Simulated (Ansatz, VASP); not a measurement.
# WS3 in VASP and in Ansatz

Contents of INCAR:

```
PREC = Accurate
ENCUT = 520
EDIFF = 1E-8
ISMEAR = -1
SIGMA = 0.15
LREAL = False
LASPH = True
NELM = 80
ALGO = Normal
ISIF = 2
LWAVE = False
LCHARG = False
GGA = CA
LEFG = True
NBANDS = 24
```

KPOINTS

```
regular mesh
0
Gamma
  10 10 10
```

The input POSCAR:

```
WS3
1.0
    4.6115733525      0.0000000000      0.0000000000
    0.0000000000      4.6115733525      0.0000000000
    0.0000000000      0.0000000000      4.6115733525
W S
1 3
Direct
    0.0000000000      0.0000000000      0.0000000000
    0.0000000000      0.0000000000      0.5000000000
    0.0000000000      0.5000000000      0.0000000000
    0.5000000000      0.0000000000      0.0000000000
```

Input for Ansatz:

```yaml
crystal:
  lattice:
    - [4.6115733525, 0.0, 0.0]
    - [0.0, 4.6115733525, 0.0]
    - [0.0, 0.0, 4.6115733525]
  atoms:
    - { symbol: W, position: [0.0, 0.0, 0.0] }
    - { symbol: S, position: [0.0, 0.0, 0.5] }
    - { symbol: S, position: [0.0, 0.5, 0.0] }
    - { symbol: S, position: [0.5, 0.0, 0.0] }
basis:
  ecutwfc: 420
kpoints:
  mp_grid: { grid: [10, 10, 10] }
hamiltonian:
  xc: lda
scf:
  occupations: { method: fermi_dirac, width: 0.15 }
output:
  forces: true
  stress: true
  eigenvalues: true
  efg: {}
checkpoint:
  read: start.run
  write: ck
  compress: false
  write_wavefunctions: false
  write_every: 100000
```

Alike in both runs: task electric field gradients; functional LDA; k mesh 10 × 10 × 10; occupations fermi-dirac, width 0.15 eV; no spin polarisation.

|  | VASP | Ansatz |
| --- | --- | --- |
| version | VASP 6.6.1 | Ansatz 0.2.0 |
| potentials or method | VASP PAW LDA potentials, release 64 (W_sv, S), cutoff 520 eV | scalar-relativistic, plane waves, PAW |
| valence electrons in the cell | 32 | 32 |

Ansatz gave:

```
gap on the k mesh at the Fermi level (eV)            : none
pressure (GPa)                                       : 0.0
size of Vzz on the site where it differs most (V/Å²) : 8.6
```

Q: What did VASP give for the same quantities?

A: gap on the k mesh at the Fermi level (eV): none; pressure (GPa): 0.2; size of Vzz on the site where it differs most (V/Å²): 2.0.

LDA's correlation is that of Perdew and Zunger in VASP and of Perdew and Wang (1992) in Ansatz. A gap of «none» marks a metal or a gap that the smearing closes.

Spin-orbit coupling is off throughout.
